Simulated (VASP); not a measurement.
Crystal: BeS.

```xyz
2
Lattice="0.0000 2.3922 2.3922 2.3922 0.0000 2.3922 2.3922 2.3922 0.0000" Properties=species:S:1:pos:R:3 pbc="T T T"
S     3.5883    3.5883    3.5883
Be    0.0000    0.0000    0.0000
```

Base run:

- Program: VASP 6.6.1
- Functional: r2SCAN
- Potentials or basis: VASP PAW PBE potentials, release 64 (S, Be)
- Cutoff: 520 eV
- k mesh: 9 × 9 × 9
- Occupations: fermi-dirac, width 0.05 eV
- Spin: no spin polarisation

Its results: band gap on the k mesh 3.58 eV, indirect (least direct gap 6.23 eV); pressure 5.9 GPa.

**Question.** The run is repeated on the same cell with these changes: functional from r2SCAN to LDA; potentials or basis from VASP PAW PBE potentials, release 64 (S, Be) to VASP PAW LDA potentials, release 64 (S, Be). What comes out?

**Answer.** Band gap on the k mesh 2.92 eV, indirect (least direct gap 5.52 eV); pressure 0.8 GPa.

Caveats: the PAW data sets were made with another functional, which shifts forces and pressure a little (some runs).

A k mesh can miss the band edges.
